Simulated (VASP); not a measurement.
# NaCl in VASP: a series of runs, part 3 of 3

VASP 6.6.1.

### 6 Single point, PBEsol (strain -0.040 along x and y, -0.080 along z)

INCAR

```
SYSTEM = NaCl
PREC = Accurate ; ENCUT = 520
EDIFF = 1E-6 ; ISMEAR = 0
SIGMA = 0.05 ; LREAL = .FALSE.
LASPH = .TRUE. ; NELM = 100
ALGO = Normal ; ISIF = 2
LWAVE = .FALSE. ; LCHARG = .FALSE.
GGA = PS ; NBANDS = 14
```

KPOINTS

```
regular mesh
0
G
  6 6 6
  0 0 0
```

POSCAR

```
NaCl
1.0
    3.3621024000      0.0000000000      0.0000000000
    0.0000000000      3.3621024000      0.0000000000
    0.0000000000      0.0000000000      3.2220148000
Na Cl
1 1
Direct
    0.0000000000      0.0000000000      0.0000000000
    0.5000000000      0.5000000000      0.5000000000
```

Potentials or basis: VASP PAW PBE potentials, release 64 (Na_pv, Cl).

Command:

```bash
$ cat potpaw_PBE.64/Na_pv/POTCAR potpaw_PBE.64/Cl/POTCAR > POTCAR
$ mpirun -np 1 vasp_std > vasp.out
```

OUTCAR:

```text
SYSTEM = NaCl
   PREC = Accurate
   ENCUT = 520
   EDIFF = 1E-6
   ISMEAR = 0
   LREAL = .FALSE.
   LASPH = .TRUE.
   NELM = 100
   ISIF = 2
   GGA = PS

 ion  position               nearest neighbor table
   1  0.000  0.000  0.000-
   2  0.500  0.500  0.500-

  LATTYP: Found a simple tetragonal cell.
 ALAT       =     3.3621024000
 C/A-ratio  =     0.9583333333

  Lattice vectors:

 A1 = (   3.3621024000,   0.0000000000,   0.0000000000)
 A2 = (   0.0000000000,   3.3621024000,   0.0000000000)
 A3 = (   0.0000000000,   0.0000000000,   3.2220148000)

Analysis of symmetry for initial positions (statically):
=====================================================================
 Subroutine PRICEL returns:
 Original cell was already a primitive cell.

 Routine SETGRP: Setting up the symmetry group for a
 simple tetragonal supercell.

 Subroutine GETGRP returns: Found 16 space group operations
 (whereof 16 operations were pure point group operations)
 out of a pool of 16 trial point group operations.

The static configuration has the point symmetry D_4h.

Analysis of symmetry for dynamics (positions and initial velocities):
=====================================================================
 Subroutine PRICEL returns:
 Original cell was already a primitive cell.

 Routine SETGRP: Setting up the symmetry group for a
 simple tetragonal supercell.

 Subroutine GETGRP returns: Found 16 space group operations
 (whereof 16 operations were pure point group operations)
 out of a pool of 16 trial point group operations.

The dynamic configuration has the point symmetry D_4h.

 Subroutine INISYM returns: Found 16 space group operations
 (whereof 16 operations are pure point group operations),
 and found     1 'primitive' translations

----------------------------------------------------------------------------------------

                                     Primitive cell

  volume of cell :      36.4208

  direct lattice vectors                    reciprocal lattice vectors
     3.362102400  0.000000000  0.000000000     0.297432940  0.000000000  0.000000000
     0.000000000  3.362102400  0.000000000     0.000000000  0.297432940  0.000000000
     0.000000000  0.000000000  3.222014800     0.000000000  0.000000000  0.310364807

  length of vectors
     3.362102400  3.362102400  3.222014800     0.297432940  0.297432940  0.310364807

  position of ions in fractional coordinates (direct lattice)
     0.000000000  0.000000000  0.000000000
     0.500000000  0.500000000  0.500000000

  ion indices of the primitive-cell ions
   primitive index   ion index
                 1           1
                 2           2

----------------------------------------------------------------------------------------

 KPOINTS: regular mesh

Automatic generation of k-mesh.
 Grid dimensions read from file:
 generate k-points for:    6    6    6

 Generating k-lattice:

  Cartesian coordinates                     Fractional coordinates (reciprocal lattice)
     0.049572157  0.000000000  0.000000000     0.166666667  0.000000000  0.000000000
     0.000000000  0.049572157  0.000000000     0.000000000  0.166666667  0.000000000
     0.000000000  0.000000000  0.051727468     0.000000000  0.000000000  0.166666667

  Length of vectors
     0.049572157  0.049572157  0.051727468

  Shift w.r.t. Gamma in fractional coordinates (k-lattice)
     0.000000000  0.000000000  0.000000000

 Subroutine IBZKPT returns following result:
 ===========================================

 Found     40 irreducible k-points:

 Following reciprocal coordinates:
            Coordinates               Weight
  0.000000  0.000000  0.000000      1.000000
  0.166667  0.000000  0.000000      4.000000
  0.333333  0.000000  0.000000      4.000000
  0.500000  0.000000  0.000000      2.000000
  0.166667  0.166667  0.000000      4.000000
  0.333333  0.166667  0.000000      8.000000
[... 16 lines left out ...]
  0.333333  0.000000  0.333333      8.000000
  0.500000  0.000000  0.333333      4.000000
 [... further k-points ...]
   k-points           NKPTS =     40   k-points in BZ     NKDIM =     40   number of bands    NBANDS=     14
   number of dos      NEDOS =    301   number of ions     NIONS =      2
   total plane-waves  NPLWV =  18816
   dimension x,y,z NGX =    28 NGY =   28 NGZ =   24
   dimension x,y,z NGXF=    56 NGYF=   56 NGZF=   48
   ions per type =               1   1
   NGX,Y,Z   is equivalent  to a cutoff of  13.85, 13.85, 12.38 a.u.
   NGXF,Y,Z  is equivalent  to a cutoff of  27.69, 27.69, 24.77 a.u.
 SYSTEM =  NaCl
   PREC   = accura    normal or accurate (medium, high low for compatibility)
   ISTART =      0    job   : 0-new  1-cont  2-samecut
   ICHARG =      2    charge: 1-file 2-atom 10-const
   ISPIN  =      1    spin polarized calculation?
   LNONCOLLINEAR =      F non collinear calculations
   LSORBIT =      F    spin-orbit coupling
   LASPH  =      T    aspherical Exc in radial PAW
   ENCUT  =  520.0 eV  38.22 Ry    6.18 a.u.   6.25  6.25  5.99*2*pi/ulx,y,z
   NELM   =    100;   NELMIN=  2; NELMDL= -5     # of ELM steps
   EDIFF  = 0.1E-05   stopping-criterion for ELM
   LREAL  =      F    real-space projection
   EDIFFG = 0.1E-04   stopping-criterion for IOM
   NSW    =      0    number of steps for IOM
   IBRION =     -1    ionic relax: 0-MD 1-quasi-New 2-CG
   NFREE  =      0    steps in history (QN), initial steepest desc. (CG)
   ISIF   =      2    stress and relaxation
   ISYM   =      2    0-nonsym 1-usesym 2-fastsym
   POTIM  = 0.5000    time-step for ionic-motion
   TEBEG  =    0.0;   TEEND  =   0.0 temperature during run
   PSTRESS=    0.0 pullay stress
   NELECT =      14.0000    total number of electrons
   NUPDOWN=      -1.0000    fix difference up-down
   EMIN   =  10.00;   EMAX   =-10.00  energy-range for DOS
   EFERMI =   0.00;   METHOD = LEGACY
   ISMEAR =     0;   SIGMA  =   0.05  broadening in eV -4-tet -1-fermi 0-gaus
   EFERMI_NEDOS =   21; number of points for ismear=-14 and -15
   IALGO  =     38    algorithm
   IMIX   =      4    mixing-type and parameters
     AMIX     =   0.40;   BMIX     =  1.00
     AMIX_MAG =   1.60;   BMIX_MAG =  1.00
  volume/ion in A,a.u.               =      18.21       122.89
  Fermi-wavevector in a.u.,A,eV,Ry     =   1.190331  2.249399 19.277927  1.416888
  Thomas-Fermi vector in A             =   2.326418
   LORBIT       =      0    0 simple, 1 ext, 2 COOP (PROOUT), +10 PAW based schemes
   GGA     = PS    functional components
   LHFCALC =     F    Hartree Fock is set to
   AEXX    =    0.0000 exact exchange contribution
   IVDW    =     0    specifies the selected vdW correction
   LEPSILON=     F    determine dielectric tensor
   LRPA    =     F    only Hartree local field effects (RPA)
 non-spin polarized calculation
 Gauss-broadening in eV      SIGMA  =   0.05
  energy-cutoff  :      520.00
  volume of cell :       36.42
 maximum number of plane-waves:       996
 NGX is ok and might be reduce to    28
   NGX = 13   NGY = 13   NGZ = 11

 number of electron      13.9999992 magnetization

 Free energy of the ion-electron system (eV)
  ---------------------------------------------------
  ext. energy  EPLUGINS =         0.00000000
  ---------------------------------------------------
  free energy    TOTEN  =        -6.65793482 eV

  energy without entropy =       -6.65793482  energy(sigma->0) =       -6.65793482

 E-fermi :   2.1934     XC(G=0):  -9.3367

 val. band max:        1.8768944547   @ k =   0.5000   0.5000   0.0000
 cond. band min:       6.0561969646   @ k =   0.0000   0.0000   0.0000
 fundamental gap:      4.1793025099
 Fermi energy:         2.1933676047

 k-point     1 :       0.0000    0.0000    0.0000
  band No.  band energies     occupation
      1     -20.1571      2.00000
      2     -20.1545      2.00000
      3     -20.1545      2.00000
      4     -12.3855      2.00000
      5       0.8546      2.00000
      6       0.8546      2.00000
      7       1.3106      2.00000
      8       6.0562      0.00000
      9       9.5975      0.00000
     10      10.0682      0.00000
     11      17.6699      0.00000
     12      18.4012      0.00000
     13      18.4013      0.00000
     14      18.5588      0.00000
[... 375 lines left out ...]
 k-point    24 :       0.5000    0.0000    0.3333
  band No.  band energies     occupation
      1     -20.2155      2.00000
      2     -20.2102      2.00000
      3     -20.1414      2.00000
      4     -11.5064      2.00000
      5      -1.4694      2.00000
      6      -0.7762      2.00000
      7       1.4476      2.00000
      8       7.9256      0.00000
      9      10.7849      0.00000
     10      13.1737      0.00000
     11      13.9741      0.00000
     12      14.2320      0.00000
     13      14.8827      0.00000
     14      19.7683      0.00000

 [... further k-points ...]
[... 5 lines left out ...]
  --------------------------------------------------------------------------------------
  -------------------------------------------------------------------------------------
  Total        0.6982092      0.6982092      1.6994001      0.0000000     -0.0000000      0.0000000
  in kB       30.7147317     30.7147317     74.7578516      0.0000000     -0.0000000      0.0000000
  external PRESSURE =      45.3957717 kB  Pullay stress =       0.0000000 kB

 VOLUME and BASIS-vectors are now :
 -----------------------------------------------------------------------------
  energy-cutoff  :      520.00
  volume of cell :       36.42
      direct lattice vectors                 reciprocal lattice vectors
     3.362102400  0.000000000  0.000000000     0.297432940  0.000000000  0.000000000
     0.000000000  3.362102400  0.000000000     0.000000000  0.297432940  0.000000000
     0.000000000  0.000000000  3.222014800     0.000000000  0.000000000  0.310364807

 POSITION                                       TOTAL-FORCE (eV/Angst)
 -----------------------------------------------------------------------------------
      0.00000      0.00000      0.00000         0.000000      0.000000      0.000000
      1.68105      1.68105      1.61101         0.000000      0.000000      0.000000
 -----------------------------------------------------------------------------------
    total drift:                               -0.000000      0.000000      0.000000

  FREE ENERGIE OF THE ION-ELECTRON SYSTEM (eV)
  ---------------------------------------------------
  free  energy   TOTEN  =        -6.6579348159 eV

  energy  without entropy=       -6.6579348159  energy(sigma->0) =       -6.65793482
```

It took 24 s on 1 thread of Intel Xeon 8259CL, shared host; peak memory 0.15 GiB.

Results:

- Free energy: -6.6579 eV
- Pressure: 4.5 GPa
- Band gap on the k mesh: 4.18 eV (least direct gap 4.75 eV)

Stress tensor (GPa, compression positive):
```
3.07 0.00 0.00
0.00 3.07 0.00
0.00 0.00 7.48
```

Caveat: the cell differs from its parent crystal (strain -0.040 along x and y, -0.080 along z); the cell stands under pressure; the PAW data sets were made with another functional, which shifts forces and pressure a little. A k mesh can miss the band edges.

### 7 Overview

| cell | gap on the mesh (eV) | pressure (GPa) |
| --- | --- | --- |
| a = 3.362 Å, 2 atoms | 4.26 | 2.6 |
| a = 3.642 Å, 2 atoms | 3.50 | -3.2 |
| a = 3.782 Å, 2 atoms | 3.24 | -4.2 |
| a = 3.222, b = 3.222, c = 3.362 Å, 2 atoms | 4.46 | 6.8 |
| a = 3.362, b = 3.362, c = 3.222 Å, 2 atoms | 4.18 | 4.5 |

Alike in all rows: task single point; level PBEsol; potentials or basis VASP PAW PBE potentials, release 64 (Na_pv, Cl); no spin polarisation; k mesh 6 × 6 × 6; cutoff (eV) 520; smearing gaussian 0.05 eV.

Caveats: the PAW data sets were made with another functional, which shifts forces and pressure a little; the cell stands under tension (at least some runs); the cell stands under pressure (at least some runs).

Absolute energies hang on the potentials; compare differences alone.
